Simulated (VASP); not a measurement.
# SnO (P6_3mc) in VASP: notebook, part 2 of 2

VASP 6.6.1.

## Step 3: Single point, LDA

Contents of INCAR:

```
SYSTEM = SnO
ALGO     = Normal         ! electronic algorithm
EDIFF    = 1E-6           ! SCF threshold, eV
ENCUT    = 520            ! plane-wave cutoff, eV
ISIF     = 2              ! what is computed and relaxed
ISMEAR   = 0              ! smearing method
LASPH    = .True.         ! aspherical terms in the spheres
LCHARG   = .False.        ! write CHGCAR
LREAL    = .False.        ! projectors in reciprocal space
LWAVE    = .False.        ! write WAVECAR
NBANDS   = 28             ! bands
NELM     = 60             ! most SCF steps
PREC     = Accurate       ! precision mode
SIGMA    = 0.01           ! smearing width, eV
```

Contents of KPOINTS:

```
k-points
0
Gamma
  6 6 2
  0 0 0
```

Contents of POSCAR:

```
SnO
1.0
    3.2981563320      0.0000000000      0.0000000000
   -1.6490781660      2.8562871691      0.0000000000
    0.0000000000      0.0000000000      9.2163701104
Sn O
2 2
Direct
    0.3333333333      0.6666666667     -0.0066374682
    0.6666666667      0.3333333333      0.4933625318
    0.3333333333      0.6666666667      0.3816374682
    0.6666666667      0.3333333333      0.8816374682
```

Potentials or basis: VASP PAW LDA potentials, release 64 (Sn_d, O).

On the command line:

```sh
cat potpaw_LDA.64/Sn_d/POTCAR potpaw_LDA.64/O/POTCAR > POTCAR
mpirun -np 1 vasp_std > vasp.out
```

OUTCAR:

```text
SYSTEM = SnO
   EDIFF = 1E-6
   ENCUT = 520
   ISIF = 2
   ISMEAR = 0
   LASPH = .True.
   LREAL = .False.
   NELM = 60
   PREC = Accurate

 ion  position               nearest neighbor table
   1  0.333  0.667  0.993-   4 2.16   4 2.16   4 2.16
   2  0.667  0.333  0.493-   3 2.16   3 2.16   3 2.16
   3  0.333  0.667  0.382-   2 2.16   2 2.16   2 2.16
   4  0.667  0.333  0.882-   1 2.16   1 2.16   1 2.16

  LATTYP: Found a hexagonal cell.
 ALAT       =     3.2981563320
 C/A-ratio  =     2.7944006235

  Lattice vectors:

 A1 = (   3.2981563320,   0.0000000000,   0.0000000000)
 A2 = (  -1.6490781660,   2.8562871691,   0.0000000000)
 A3 = (   0.0000000000,   0.0000000000,   9.2163701104)

Analysis of symmetry for initial positions (statically):
=====================================================================
 Subroutine PRICEL returns:
 Original cell was already a primitive cell.

 Routine SETGRP: Setting up the symmetry group for a
 hexagonal supercell.

 Subroutine GETGRP returns: Found 12 space group operations
 (whereof  6 operations were pure point group operations)
 out of a pool of 24 trial point group operations.

The static configuration has the point symmetry C_3v.
 The point group associated with its full space group is C_6v.

Analysis of symmetry for dynamics (positions and initial velocities):
=====================================================================
 Subroutine PRICEL returns:
 Original cell was already a primitive cell.

 Routine SETGRP: Setting up the symmetry group for a
 hexagonal supercell.

 Subroutine GETGRP returns: Found 12 space group operations
 (whereof  6 operations were pure point group operations)
 out of a pool of 24 trial point group operations.

The dynamic configuration has the point symmetry C_3v.
 The point group associated with its full space group is C_6v.

 Subroutine INISYM returns: Found 12 space group operations
 (whereof  6 operations are pure point group operations),
 and found     1 'primitive' translations
[... 107 lines left out ...]
     AMIX     =   0.40;   BMIX     =  1.00
     AMIX_MAG =   1.60;   BMIX_MAG =  1.00
  volume/ion in A,a.u.               =      21.71       146.48
  Fermi-wavevector in a.u.,A,eV,Ry     =   1.264398  2.389366 21.751668  1.598702
  Thomas-Fermi vector in A             =   2.397705
   LORBIT       =      0    0 simple, 1 ext, 2 COOP (PROOUT), +10 PAW based schemes
   GGA     = CA    functional components
   LHFCALC =     F    Hartree Fock is set to
   AEXX    =    0.0000 exact exchange contribution
   IVDW    =     0    specifies the selected vdW correction
   LEPSILON=     F    determine dielectric tensor
   LRPA    =     F    only Hartree local field effects (RPA)
 non-spin polarized calculation
 Gauss-broadening in eV      SIGMA  =   0.01
  energy-cutoff  :      520.00
  volume of cell :       86.82
 maximum number of plane-waves:      2376
 NGX is ok and might be reduce to    28
   NGX = 13   NGY = 13   NGZ = 35

 number of electron      39.9999994 magnetization

 Free energy of the ion-electron system (eV)
  ---------------------------------------------------
  ext. energy  EPLUGINS =         0.00000000
  ---------------------------------------------------
  free energy    TOTEN  =       -24.09186753 eV

  energy without entropy =      -24.09186753  energy(sigma->0) =      -24.09186753

 E-fermi :   3.6336     XC(G=0):  -9.4320

 val. band max:        3.5863273279   @ k =   0.3333   0.3333   0.0000
 cond. band min:       4.9006480013   @ k =   0.0000   0.0000   0.0000
 fundamental gap:      1.3143206734
 Fermi energy:         3.6336051375

 k-point     1 :       0.0000    0.0000    0.0000
  band No.  band energies     occupation
      1     -17.1961      2.00000
      2     -17.1961      2.00000
      3     -17.1960      2.00000
      4     -17.1960      2.00000
      5     -17.1861      2.00000
      6     -17.1830      2.00000
[... 423 lines left out ...]
     27      12.4574      0.00000
     28      12.4574      0.00000

------------------------ aborting loop because EDIFF is reached ----------------------------------------

  FORCE on cell =-STRESS in cart. coord.  units (eV):
  Direction    XX          YY          ZZ          XY          YZ          ZX
  --------------------------------------------------------------------------------------
  -------------------------------------------------------------------------------------
  Total       -0.9672329     -0.9672329     -0.9443834      0.0000000      0.0000000      0.0000000
  in kB      -17.8487833    -17.8487833    -17.4271318      0.0000000      0.0000000      0.0000000
  external PRESSURE =     -17.7082328 kB  Pullay stress =       0.0000000 kB

 VOLUME and BASIS-vectors are now :
 -----------------------------------------------------------------------------
  energy-cutoff  :      520.00
  volume of cell :       86.82
      direct lattice vectors                 reciprocal lattice vectors
     3.298156332  0.000000000  0.000000000     0.303199697  0.175052427  0.000000000
    -1.649078166  2.856287169  0.000000000     0.000000000  0.350104853  0.000000000
     0.000000000  0.000000000  9.216370110     0.000000000  0.000000000  0.108502587

 POSITION                                       TOTAL-FORCE (eV/Angst)
 -----------------------------------------------------------------------------------
     -0.00000      1.90419      9.15520         0.000000     -0.000000      0.006027
      1.64908      0.95210      4.54701        -0.000000      0.000000      0.006027
     -0.00000      1.90419      3.51731        -0.000000      0.000000     -0.006027
      1.64908      0.95210      8.12550         0.000000     -0.000000     -0.006027
 -----------------------------------------------------------------------------------
    total drift:                               -0.000000      0.000000      0.001355

  FREE ENERGIE OF THE ION-ELECTRON SYSTEM (eV)
  ---------------------------------------------------
  free  energy   TOTEN  =       -24.0918675338 eV

  energy  without entropy=      -24.0918675338  energy(sigma->0) =      -24.09186753
```

stdout:

```text
POSCAR found type information on POSCAR SnO
 POSCAR found :  2 types and       4 ions
 scaLAPACK will be used
 LDA part: xc-table for (Slater(with rela. corr.)+CA(PZ))
 , standard interpolation
 POSCAR, INCAR and KPOINTS ok, starting setup
 FFT: planning ... GRIDC
 FFT: planning ... GRID_SOFT
 FFT: planning ... GRID
 WAVECAR not read
 entering main loop
```

Wall time 16 s (1 thread of Intel Xeon 6975P-C (Granite Rapids), shared host); peak memory 0.19 GiB.

Results:

```
Free energy            : -24.0919 eV
Pressure               : -1.8 GPa
Largest force          : 0.006 eV/Å
Band gap on the k mesh : 1.31 eV, indirect (least direct gap 1.64 eV)
```

Forces in eV/Å, atoms in the order of the input:
```
Sn   0.000  0.000  0.006
Sn   0.000  0.000  0.006
O    0.000  0.000 -0.006
O    0.000  0.000 -0.006
```

Caveat: spin-orbit coupling is left out, which moves the levels of the heavy elements.
